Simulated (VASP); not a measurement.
# PdRh6 in VASP: single point with PBE

Aim: the single point of PdRh6 with PBE.

All numbers are computed with VASP 6.6.1; they aren't measurements. Logs are shortened: lines on timing, memory, paths and dates and some standing lists are left out, and cuts for length are marked.

## 1. The cell of the first run

The cell holds a slab with vacuum, 7 atoms: a = 2.710 Å, b = 3.832 Å, c = 24.129 Å, α = 90.00°, β = 90.00°, γ = 90.00°.

## 2. Single point, PBE

File INCAR:

```
SYSTEM = PdRh6
ALGO = Normal
DIPOL = 0.5 0.5 0.500
EDIFF = 1E-7
ENCUT = 520
GGA = PE
IDIPOL = 3
ISIF = 2
ISMEAR = -1
LASPH = .True.
LCHARG = .True.
LDIPOL = .True.
LELF = .True.
LREAL = .False.
LVACPOTAV = .True.
LVHAR = .True.
LWAVE = .False.
NBANDS = 59
NELM = 80
PREC = Accurate
SIGMA = 0.1
```

File KPOINTS:

```
k-points
0
Gamma
  12 9 1
  0 0 0
```

File POSCAR:

```
PdRh6
1.0
    2.7095956933      0.0000000000      0.0000000000
    0.0000000000      3.8319469780      0.0000000000
    0.0000000000      0.0000000000     24.1288000000
Pd Rh
1 6
Direct
    0.0000000000      0.0000000000      0.3363521863
    0.5000000000      0.5000000000      0.3863735048
    0.0000000000      0.0000000000      0.4447619560
    0.5000000000      0.5000000000      0.4999999996
    0.0000000000      0.0000000000      0.5552380436
    0.5000000000      0.5000000000      0.6136264961
    0.0000000000      0.0000000000      0.6636478136
```

Potentials or basis: VASP PAW PBE potentials, release 64 (Pd, Rh_pv).

Started as:

```
> cat potpaw_PBE.64/Pd/POTCAR potpaw_PBE.64/Rh_pv/POTCAR > POTCAR
> mpirun -np 1 vasp_std > vasp.out
```

OUTCAR:

```text
SYSTEM = PdRh6
   EDIFF = 1E-7
   ENCUT = 520
   GGA = PE
   ISIF = 2
   ISMEAR = -1
   LASPH = .True.
   LREAL = .False.
   NELM = 80
   PREC = Accurate

 ion  position               nearest neighbor table
   1  0.000  0.000  0.336-   3 2.62   2 2.64   2 2.64   2 2.64   2 2.64
   2  0.500  0.500  0.386-   1 2.64   1 2.64   1 2.64   1 2.64   3 2.74   3 2.74   3 2.74   3 2.74
                             4 2.74
   3  0.000  0.000  0.445-   1 2.62   5 2.67   4 2.70   4 2.70   4 2.70   4 2.70   2 2.74   2 2.74
                             2 2.74   2 2.74
   4  0.500  0.500  0.500-   3 2.70   3 2.70   3 2.70   3 2.70   5 2.70   5 2.70   5 2.70   5 2.70
                             2 2.74   6 2.74
   5  0.000  0.000  0.555-   7 2.62   3 2.67   4 2.70   4 2.70   4 2.70   4 2.70   6 2.74   6 2.74
                             6 2.74   6 2.74
   6  0.500  0.500  0.614-   7 2.64   7 2.64   7 2.64   7 2.64   5 2.74   5 2.74   5 2.74   5 2.74
                             4 2.74
   7  0.000  0.000  0.664-   5 2.62   6 2.64   6 2.64   6 2.64   6 2.64

  LATTYP: Found a simple orthorhombic cell.
 ALAT       =     2.7095956933
 B/A-ratio  =     1.4142135624
 C/A-ratio  =     8.9049447708

  Lattice vectors:

 A1 = (   2.7095956933,   0.0000000000,   0.0000000000)
 A2 = (   0.0000000000,   3.8319469780,   0.0000000000)
 A3 = (   0.0000000000,   0.0000000000,  24.1288000000)

Analysis of symmetry for initial positions (statically):
=====================================================================
 Subroutine PRICEL returns:
 Original cell was already a primitive cell.

 Routine SETGRP: Setting up the symmetry group for a
 simple orthorhombic supercell.

 Subroutine GETGRP returns: Found  4 space group operations
 (whereof  4 operations were pure point group operations)
 out of a pool of  8 trial point group operations.

The static configuration has the point symmetry C_2v.

Analysis of symmetry for dynamics (positions and initial velocities):
=====================================================================
 Subroutine PRICEL returns:
 Original cell was already a primitive cell.

 Routine SETGRP: Setting up the symmetry group for a
 simple orthorhombic supercell.

 Subroutine GETGRP returns: Found  4 space group operations
 (whereof  4 operations were pure point group operations)
 out of a pool of  8 trial point group operations.

The dynamic configuration has the point symmetry C_2v.

 Subroutine INISYM returns: Found  4 space group operations
 (whereof  4 operations are pure point group operations),
 and found     1 'primitive' translations

----------------------------------------------------------------------------------------

                                     Primitive cell

  volume of cell :     250.5300

  direct lattice vectors                    reciprocal lattice vectors
     2.709595693  0.000000000  0.000000000     0.369058750  0.000000000  0.000000000
     0.000000000  3.831946978  0.000000000     0.000000000  0.260963945  0.000000000
     0.000000000  0.000000000 24.128800000     0.000000000  0.000000000  0.041444249

  length of vectors
     2.709595693  3.831946978 24.128800000     0.369058750  0.260963945  0.041444249

  position of ions in fractional coordinates (direct lattice)
     0.000000000  0.000000000  0.336352186
     0.500000000  0.500000000  0.386373505
     0.000000000  0.000000000  0.444761956
     0.500000000  0.500000000  0.500000000
     0.000000000  0.000000000  0.555238044
     0.500000000  0.500000000  0.613626496
     0.000000000  0.000000000  0.663647814

  ion indices of the primitive-cell ions
   primitive index   ion index
                 1           1
                 2           2
                 3           3
                 4           4
                 5           5
                 6           6
                 7           7

----------------------------------------------------------------------------------------

 KPOINTS: k-points

Automatic generation of k-mesh.
 Grid dimensions read from file:
 generate k-points for:   12    9    1

 Generating k-lattice:

  Cartesian coordinates                     Fractional coordinates (reciprocal lattice)
     0.030754896  0.000000000  0.000000000     0.083333333  0.000000000  0.000000000
     0.000000000  0.028995994  0.000000000     0.000000000  0.111111111  0.000000000
     0.000000000  0.000000000  0.041444249     0.000000000  0.000000000  1.000000000

  Length of vectors
     0.030754896  0.028995994  0.041444249

  Shift w.r.t. Gamma in fractional coordinates (k-lattice)
     0.000000000  0.000000000  0.000000000

 Subroutine IBZKPT returns following result:
 ===========================================

 Found     35 irreducible k-points:

 Following reciprocal coordinates:
            Coordinates               Weight
  0.000000  0.000000  0.000000      1.000000
  0.083333  0.000000  0.000000      2.000000
  0.166667  0.000000  0.000000      2.000000
  0.250000  0.000000  0.000000      2.000000
  0.333333  0.000000  0.000000      2.000000
  0.416667  0.000000  0.000000      2.000000
[... 16 lines left out ...]
  0.083333  0.333333  0.000000      4.000000
  0.166667  0.333333  0.000000      4.000000
 [... further k-points ...]
   k-points           NKPTS =     35   k-points in BZ     NKDIM =     35   number of bands    NBANDS=     59
   number of dos      NEDOS =    301   number of ions     NIONS =      7
   total plane-waves  NPLWV = 100800
   dimension x,y,z NGX =    20 NGY =   28 NGZ =  180
   dimension x,y,z NGXF=    40 NGYF=   56 NGZF=  360
   ions per type =               1   6
   NGX,Y,Z   is equivalent  to a cutoff of  12.27, 12.15, 12.40 a.u.
   NGXF,Y,Z  is equivalent  to a cutoff of  24.54, 24.30, 24.80 a.u.
 SYSTEM =  PdRh6
   PREC   = accura    normal or accurate (medium, high low for compatibility)
   ISTART =      0    job   : 0-new  1-cont  2-samecut
   ICHARG =      2    charge: 1-file 2-atom 10-const
   ISPIN  =      1    spin polarized calculation?
   LNONCOLLINEAR =      F non collinear calculations
   LSORBIT =      F    spin-orbit coupling
   LASPH  =      T    aspherical Exc in radial PAW
   ENCUT  =  520.0 eV  38.22 Ry    6.18 a.u.   5.04  7.12 44.86*2*pi/ulx,y,z
   NELM   =     80;   NELMIN=  2; NELMDL= -5     # of ELM steps
   EDIFF  = 0.1E-06   stopping-criterion for ELM
   LREAL  =      F    real-space projection
   EDIFFG = 0.1E-05   stopping-criterion for IOM
   NSW    =      0    number of steps for IOM
   IBRION =     -1    ionic relax: 0-MD 1-quasi-New 2-CG
   NFREE  =      0    steps in history (QN), initial steepest desc. (CG)
   ISIF   =      2    stress and relaxation
   ISYM   =      2    0-nonsym 1-usesym 2-fastsym
   POTIM  = 0.5000    time-step for ionic-motion
   TEBEG  =    0.0;   TEEND  =   0.0 temperature during run
   PSTRESS=    0.0 pullay stress
   NELECT =     100.0000    total number of electrons
   NUPDOWN=      -1.0000    fix difference up-down
   EMIN   =  10.00;   EMAX   =-10.00  energy-range for DOS
   EFERMI =   0.00;   METHOD = LEGACY
   ISMEAR =    -1;   SIGMA  =   0.10  broadening in eV -4-tet -1-fermi 0-gaus
   EFERMI_NEDOS =   21; number of points for ismear=-14 and -15
   IALGO  =     38    algorithm
   IMIX   =      4    mixing-type and parameters
     AMIX     =   0.40;   BMIX     =  1.00
     AMIX_MAG =   1.60;   BMIX_MAG =  1.00
  volume/ion in A,a.u.               =      35.79       241.52
  Fermi-wavevector in a.u.,A,eV,Ry     =   1.205373  2.277825 19.768244  1.452925
  Thomas-Fermi vector in A             =   2.341072
   LORBIT       =      0    0 simple, 1 ext, 2 COOP (PROOUT), +10 PAW based schemes
   GGA     = PE    functional components
   LHFCALC =     F    Hartree Fock is set to
   AEXX    =    0.0000 exact exchange contribution
   IVDW    =     0    specifies the selected vdW correction
   LEPSILON=     F    determine dielectric tensor
   LRPA    =     F    only Hartree local field effects (RPA)
 non-spin polarized calculation
  energy-cutoff  :      520.00
  volume of cell :      250.53
 maximum number of plane-waves:      6806
   NGX = 11   NGY = 15   NGZ = 89

 dipolmoment           0.000000      0.000000      0.001234 electrons x Angstroem

 number of electron     100.0000066 magnetization

 dipolmoment           0.000000      0.000000     -0.006687 electrons x Angstroem

 Free energy of the ion-electron system (eV)
  ---------------------------------------------------
  ext. energy  EPLUGINS =         0.00000000
  ---------------------------------------------------
  free energy    TOTEN  =       -46.15361914 eV

  energy without entropy =      -45.77179160  energy(sigma->0) =      -45.96270537

 E-fermi :   1.5911     XC(G=0):  -6.2327

 val. band max:        1.5901119888   @ k =   0.3333   0.2222   0.0000
 cond. band min:       1.6100541017   @ k =   0.3333   0.2222   0.0000
 fundamental gap:      0.0199421130
 Fermi energy:         1.5910760404

 k-point     1 :       0.0000    0.0000    0.0000
  band No.  band energies     occupation
      1     -45.3211      2.00000
      2     -45.2405      2.00000
      3     -45.1953      2.00000
      4     -45.1067      2.00000
      5     -45.0122      2.00000
      6     -45.0121      2.00000
[... 51 lines left out ...]
     58       4.2395      0.00000
     59       5.8285      0.00000

 k-point     2 :       0.0833    0.0000    0.0000
  band No.  band energies     occupation
      1     -45.3094      2.00000
      2     -45.2427      2.00000
      3     -45.1870      2.00000
      4     -45.1083      2.00000
      5     -45.0150      2.00000
      6     -45.0088      2.00000
[... 51 lines left out ...]
     58       4.3507      0.00000
     59       6.1224      0.00000

 k-point     3 :       0.1667    0.0000    0.0000
  band No.  band energies     occupation
      1     -45.2754      2.00000
      2     -45.2519      2.00000
      3     -45.1634      2.00000
      4     -45.1208      2.00000
      5     -45.0385      2.00000
      6     -45.0196      2.00000
[... 1238 lines left out ...]
      5     -44.9947      2.00000
      6     -44.9449      2.00000
[... 51 lines left out ...]
     58       3.1250      0.00000
     59       4.2639      0.00000

 k-point    24 :       0.1667    0.3333    0.0000
  band No.  band energies     occupation
      1     -45.3378      2.00000
      2     -45.2457      2.00000
      3     -45.2055      2.00000
      4     -45.1250      2.00000
      5     -45.0240      2.00000
      6     -45.0020      2.00000
[... 51 lines left out ...]
     58       4.0483      0.00000
     59       5.0697      0.00000

 [... further k-points ...]

------------------------ aborting loop because EDIFF is reached ----------------------------------------

  FORCE on cell =-STRESS in cart. coord.  units (eV):
  Direction    XX          YY          ZZ          XY          YZ          ZX
  --------------------------------------------------------------------------------------
  -------------------------------------------------------------------------------------
  Total       -1.5310735     -0.2069239      0.7926992      0.0000000      0.0000000      0.0000000
  in kB       -9.7914477     -1.3233097      5.0694316      0.0000000      0.0000000      0.0000000
  external PRESSURE =      -2.0151086 kB  Pullay stress =       0.0000000 kB

 VOLUME and BASIS-vectors are now :
 -----------------------------------------------------------------------------
  energy-cutoff  :      520.00
  volume of cell :      250.53
      direct lattice vectors                 reciprocal lattice vectors
     2.709595693  0.000000000  0.000000000     0.369058750  0.000000000  0.000000000
     0.000000000  3.831946978  0.000000000     0.000000000  0.260963945  0.000000000
     0.000000000  0.000000000 24.128800000     0.000000000  0.000000000  0.041444249

 POSITION                                       TOTAL-FORCE (eV/Angst)
 -----------------------------------------------------------------------------------
      0.00000      0.00000      8.11577         0.000000      0.000000     -1.004362
      1.35480      1.91597      9.32273         0.000000      0.000000      0.895304
      0.00000      0.00000     10.73157         0.000000      0.000000      0.317625
      1.35480      1.91597     12.06440         0.000000      0.000000     -0.161646
      0.00000      0.00000     13.39723         0.000000      0.000000      0.028199
      1.35480      1.91597     14.80607         0.000000      0.000000     -0.013115
      0.00000      0.00000     16.01303         0.000000      0.000000     -0.062005
 -----------------------------------------------------------------------------------
    total drift:                               -0.000000      0.000000      0.000343

  FREE ENERGIE OF THE ION-ELECTRON SYSTEM (eV)
  ---------------------------------------------------
  free  energy   TOTEN  =       -46.1536191434 eV

  energy  without entropy=      -45.7717915950  energy(sigma->0) =      -45.96270537

 vacuum level on the upper side and lower side of the slab         6.285         6.402
```

Wall time 14 min (1 thread of Intel Xeon Platinum 8488C (Sapphire Rapids), shared host); peak memory 0.54 GiB.

What came out:

| Property | Result |
| --- | --- |
| Free energy | -46.1536 eV |
| Largest force | 1.004 eV/Å |
| Band gap on the k mesh | zero (bands 50 and 51 overlap by 0.91 eV) |

Forces on the atoms (eV/Å):
```
Pd   0.000  0.000 -1.004
Rh   0.000  0.000  0.895
Rh   0.000  0.000  0.318
Rh   0.000  0.000 -0.162
Rh   0.000  0.000  0.028
Rh   0.000  0.000 -0.013
Rh   0.000  0.000 -0.062
```

Levels at points of the mesh, in eV from the Fermi level:
| k point | band 47 | band 48 | band 49 | band 50 | band 51 | band 52 | band 53 | band 54 | band 55 | band 56 |
| --- | --- | --- | --- | --- | --- | --- | --- | --- | --- | --- |
| (0.00, 0.00, 0.00) | -0.98 | -0.94 | -0.89 | -0.32 | -0.27 | 0.00 | 0.21 | 0.33 | 0.61 | 0.88 |
| (0.50, 0.00, 0.00) | 0.17 | 0.25 | 0.43 | 0.49 | 0.67 | 0.69 | 0.93 | 3.05 | 3.05 | 3.28 |
